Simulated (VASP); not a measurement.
# Sn (Im-3m) in VASP: further runs, part 2 of 2

VASP 6.6.1. Earlier steps stand in the parts before.

### 3 Single point, PBE (volume scaled by 0.4)

The input, INCAR:

```
ALGO = Normal
EDIFF = 1E-7
ENCUT = 520
GGA = PE
ISIF = 2
ISMEAR = -1
LASPH = True
LCHARG = False
LREAL = False
LWAVE = False
NBANDS = 13
NELM = 60
PREC = Accurate
SIGMA = 0.1
```

The input, KPOINTS:

```
k-points
0
Gamma
  14 14 14
```

The input, POSCAR:

```
Sn
1.0
   -1.4031686087      1.4031686087      1.4031686087
    1.4031686087     -1.4031686087      1.4031686087
    1.4031686087      1.4031686087     -1.4031686087
Sn
1
Direct
    0.0000000000      0.0000000000      0.0000000000
```

Potentials or basis: VASP PAW PBE potentials, release 64 (Sn_d).

On the command line:

```console
$ cat potpaw_PBE.64/Sn_d/POTCAR > POTCAR
$ mpirun -np 1 vasp_std > vasp.out
```

Run time: 8.1 s. Hardware: 1 thread of AMD EPYC 9R45 (Zen 5), shared host; peak memory 0.1 GiB.

Results (log left out):

```yaml
Free_energy: 4.7989 eV
Pressure: 401.0 GPa
Band_gap_on_the_k_mesh: zero (band 7 reaches 37.07 eV, above the bottom of band 8 at 20.87 eV)
```

Levels at points of the mesh, in eV from the Fermi level:
```tsv
k point	band 5	band 6	band 7	band 8	band 9	band 10
(0.00, 0.00, 0.00)	-23.48	-21.87	11.19	11.19	11.19	20.27
(0.50, 0.00, 0.00)	-22.52	-11.67	-7.72	5.75	7.12	13.13
(0.50, 0.50, 0.50)	-22.76	-2.68	-2.68	-2.68	4.27	4.27
```

Caveat: the cell differs from its parent crystal (volume scaled by 0.4); spin-orbit coupling is left out, which moves the levels of the heavy elements.

### 4 Single point, PBE

The input, INCAR:

```
SYSTEM = Sn
PREC = Accurate
ENCUT = 520
EDIFF = 1E-6
ISMEAR = -1
SIGMA = 0.1
LREAL = .FALSE.
LASPH = .TRUE.
NELM = 80
ALGO = Normal
ISIF = 2
LWAVE = .FALSE.
LCHARG = .TRUE.
GGA = PE
LELF = .TRUE.
LVHAR = .TRUE.
NBANDS = 13
```

The input, KPOINTS:

```
regular mesh
0
G
  14 14 14
  0 0 0
```

The input, POSCAR:

```
Sn
1.0
   -1.5115175633      1.5115175633      1.5115175633
    1.5115175633     -1.5115175633      1.5115175633
    1.5115175633      1.5115175633     -1.5115175633
Sn
1
Direct
    0.0000000000      0.0000000000      0.0000000000
```

Potentials or basis: VASP PAW PBE potentials, release 64 (Sn_d).

On the command line:

```console
$ cat potpaw_PBE.64/Sn_d/POTCAR > POTCAR
$ mpirun -np 1 vasp_std > vasp.out
```

OUTCAR:

```text
SYSTEM = Sn
   PREC = Accurate
   ENCUT = 520
   EDIFF = 1E-6
   ISMEAR = -1
   LREAL = .FALSE.
   LASPH = .TRUE.
   NELM = 80
   ISIF = 2
   GGA = PE

 ion  position               nearest neighbor table
   1  0.000  0.000  0.000-

  LATTYP: Found a body centered cubic cell.
 ALAT       =     3.0230351266

  Lattice vectors:

 A1 = (  -1.5115175633,   1.5115175633,   1.5115175633)
 A2 = (   1.5115175633,  -1.5115175633,   1.5115175633)
 A3 = (   1.5115175633,   1.5115175633,  -1.5115175633)

Analysis of symmetry for initial positions (statically):
[... 552 lines left out ...]
      6      13.5343      2.00000
      7      14.0103      2.00000
      8      16.3685      2.00000
      9      25.9224      0.00000
     10      34.4802      0.00000
     11      35.7099      0.00000
     12      41.1415      0.00000
     13      43.2762      0.00000

 [... further k-points ...]
[... 5 lines left out ...]
  --------------------------------------------------------------------------------------
  -------------------------------------------------------------------------------------
  Total       15.2598403     15.2598403     15.2598403      0.0000000     -0.0000000      0.0000000
  in kB     1769.9499527   1769.9499527   1769.9499527      0.0000000     -0.0000000      0.0000000
  external PRESSURE =    1769.9499527 kB  Pullay stress =       0.0000000 kB

 VOLUME and BASIS-vectors are now :
 -----------------------------------------------------------------------------
  energy-cutoff  :      520.00
  volume of cell :       13.81
      direct lattice vectors                 reciprocal lattice vectors
    -1.511517563  1.511517563  1.511517563     0.000000000  0.330793378  0.330793378
     1.511517563 -1.511517563  1.511517563     0.330793378  0.000000000  0.330793378
     1.511517563  1.511517563 -1.511517563     0.330793378  0.330793378  0.000000000

 POSITION                                       TOTAL-FORCE (eV/Angst)
 -----------------------------------------------------------------------------------
      0.00000      0.00000      0.00000         0.000000      0.000000      0.000000
 -----------------------------------------------------------------------------------
    total drift:                                0.000000     -0.000000      0.000000

  FREE ENERGIE OF THE ION-ELECTRON SYSTEM (eV)
  ---------------------------------------------------
  free  energy   TOTEN  =         0.1119213148 eV

  energy  without entropy=        0.1222007965  energy(sigma->0) =        0.11706106
```

OSZICAR:

```text
N       E                     dE             d eps       ncg     rms          rms(c)
DAV:   1     0.794273005987E+02    0.79427E+02   -0.68520E+03  2892   0.200E+03
DAV:   2     0.384360743604E+01   -0.75584E+02   -0.72374E+02  2884   0.348E+02
DAV:   3    -0.414645873639E-02   -0.38478E+01   -0.38312E+01  3283   0.657E+01
DAV:   4    -0.581033225017E-01   -0.53957E-01   -0.53929E-01  3159   0.768E+00
DAV:   5    -0.592209026236E-01   -0.11176E-02   -0.11176E-02  3381   0.109E+00    0.487E+00
DAV:   6     0.489735181072E-01    0.10819E+00   -0.19779E-02  4191   0.358E+00    0.277E+00
DAV:   7     0.110745599827E+00    0.61772E-01   -0.22065E-02  4122   0.331E+00    0.143E-01
DAV:   8     0.111918386170E+00    0.11728E-02   -0.12820E-03  3366   0.696E-01    0.264E-02
DAV:   9     0.111897937292E+00   -0.20449E-04   -0.38629E-05  3770   0.699E-02    0.347E-02
DAV:  10     0.111921918897E+00    0.23982E-04   -0.47247E-06  3342   0.465E-02    0.328E-03
DAV:  11     0.111920900928E+00   -0.10180E-05   -0.11011E-07  1962   0.428E-03    0.421E-04
DAV:  12     0.111921314846E+00    0.41392E-06   -0.44446E-08  1692   0.414E-03
   1 F= 0.11192131E+00 E0= 0.11706106E+00  d E =-.102795E-01
```

stdout:

```text
POSCAR found type information on POSCAR Sn
 POSCAR found :  1 types and       1 ions
 scaLAPACK will be used
 LDA part: xc-table for (Slater+PW92), standard interpolation
 POSCAR, INCAR and KPOINTS ok, starting setup
 FFT: planning ... GRIDC
 FFT: planning ... GRID_SOFT
 FFT: planning ... GRID
 WAVECAR not read
 entering main loop
```

Run time: 8.9 s. Hardware: 1 thread of AMD EPYC 9R45 (Zen 5), shared host; peak memory 0.1 GiB.

Results:

| Item | Value |
| --- | --- |
| Free energy | 0.1119 eV |
| Pressure | 177.0 GPa |
| Band gap on the k mesh | zero (band 7 reaches 32.06 eV, above the bottom of band 8 at 14.86 eV) |

Levels at points of the mesh, in eV from the Fermi level:
```
           k point  band 4  band 5  band 6  band 7  band 8  band 9  band 10  band 11
(0.00, 0.00, 0.00)  -22.44  -22.44  -18.25   12.22   12.22   12.22    16.61    16.61
(0.50, 0.00, 0.00)  -22.43  -21.89   -9.29   -7.46    6.26    6.51    11.50    13.40
(0.50, 0.50, 0.50)  -22.03  -22.03   -1.83   -1.83   -1.83    3.28     3.91     3.91
```

Caveat: spin-orbit coupling is left out, which moves the levels of the heavy elements.

### 5 Single point, PBEsol

This run uses another cell than the first one, of 13.81 Å³/atom, 1.250 times its volume.

The input, INCAR:

```
PREC = Accurate ; ENCUT = 520
EDIFF = 1E-6 ; ISMEAR = -1
SIGMA = 0.1 ; LREAL = False
LASPH = True ; NELM = 100
ALGO = Normal ; ISIF = 2
LWAVE = False ; LCHARG = False
GGA = PS ; NBANDS = 13
```

The input, KPOINTS:

```
Automatic mesh
0
Gamma
  14 14 14
```

POSCAR is that of step 4.

On the command line:

```console
$ cat potpaw_PBE.64/Sn_d/POTCAR > POTCAR
$ mpirun -np 1 vasp_std > vasp.out
```

It took 8.2 s on 1 thread of AMD EPYC 9R45 (Zen 5), shared host; peak memory 0.1 GiB.

Results (log left out):

* Free energy: -0.7737 eV
* Pressure: 167.1 GPa
* Band gap on the k mesh: zero (band 7 reaches 31.90 eV, above the bottom of band 8 at 14.64 eV)

Levels at points of the mesh, in eV from the Fermi level:
```tsv
k point	band 3	band 4	band 5	band 6	band 7	band 8	band 9	band 10	band 11	band 12
(0.00, 0.00, 0.00)	-23.18	-22.31	-22.31	-18.27	12.25	12.25	12.25	16.55	16.55	16.55
(0.50, 0.00, 0.00)	-22.35	-22.30	-21.75	-9.29	-7.46	6.24	6.51	11.55	13.41	19.06
(0.50, 0.50, 0.50)	-21.89	-21.89	-21.89	-1.84	-1.84	-1.84	3.21	3.96	3.96	21.01
```

Caveat: the PAW data sets were made with another functional, which shifts forces and pressure a little; spin-orbit coupling is left out, which moves the levels of the heavy elements.

### 6 Single point, PBE (volume scaled by 0.6)

The input, INCAR:

```
PREC     = Accurate       # precision mode
ENCUT    = 520            # plane-wave cutoff, eV
EDIFF    = 1E-7           # SCF threshold, eV
ISMEAR   = -1             # smearing method
SIGMA    = 0.1            # smearing width, eV
LREAL    = False          # projectors in reciprocal space
LASPH    = True           # aspherical terms in the spheres
NELM     = 80             # most SCF steps
ALGO     = Normal         # electronic algorithm
ISIF     = 2              # what is computed and relaxed
LWAVE    = False          # write WAVECAR
LCHARG   = False          # write CHGCAR
GGA      = PE             # functional
NBANDS   = 13             # bands
```

The input, KPOINTS:

```
regular mesh
0
Gamma
  14 14 14
```

The input, POSCAR:

```
Sn
1.0
   -1.6062270911      1.6062270911      1.6062270911
    1.6062270911     -1.6062270911      1.6062270911
    1.6062270911      1.6062270911     -1.6062270911
Sn
1
Direct
    0.0000000000      0.0000000000      0.0000000000
```

Potentials or basis: VASP PAW PBE potentials, release 64 (Sn_d).

On the command line:

```console
$ cat potpaw_PBE.64/Sn_d/POTCAR > POTCAR
$ mpirun -np 1 vasp_std > vasp.out
```

Run time: 13 s. Hardware: 1 thread of AMD EPYC 9R45 (Zen 5), shared host; peak memory 0.12 GiB.

It converged, with:

| Item | Value |
| --- | --- |
| Free energy | -2.0292 eV |
| Pressure | 83.6 GPa |
| Band gap on the k mesh | zero (band 7 reaches 28.40 eV, above the bottom of band 8 at 11.47 eV) |

Levels at points of the mesh, in eV from the Fermi level:
```tsv
k point	band 3	band 4	band 5	band 6	band 7	band 8	band 9	band 10	band 11	band 12
(0.00, 0.00, 0.00)	-22.46	-21.91	-21.91	-15.80	12.57	12.57	12.57	13.81	13.81	13.81
(0.50, 0.00, 0.00)	-21.94	-21.91	-21.56	-7.64	-7.13	5.52	6.63	10.42	11.63	18.48
(0.50, 0.50, 0.50)	-21.65	-21.65	-21.65	-1.30	-1.30	-1.30	1.36	3.81	3.81	20.52
```

Caveat: the cell differs from its parent crystal (volume scaled by 0.6); spin-orbit coupling is left out, which moves the levels of the heavy elements.

### 7 The runs side by side

| level | cell | gap on the mesh (eV) | pressure (GPa) |
| --- | --- | --- | --- |
| PBE | a = 2.430 Å, angles 109.5°, 1 atom | none | 401.0 |
| PBE | a = 2.618 Å, angles 109.5°, 1 atom | none | 177.0 |
| PBEsol | a = 2.618 Å, angles 109.5°, 1 atom | none | 167.1 |
| PBE | a = 2.782 Å, angles 109.5°, 1 atom | none | 83.6 |

Alike in all rows: task single point; potentials or basis VASP PAW PBE potentials, release 64 (Sn_d); no spin polarisation; k mesh 14 × 14 × 14; cutoff (eV) 520; smearing fermi-dirac 0.1 eV.

Caveats: spin-orbit coupling is left out, which moves the levels of the heavy elements; the PAW data sets were made with another functional, which shifts forces and pressure a little (some runs).

Absolute energies hang on the potentials; compare differences alone.
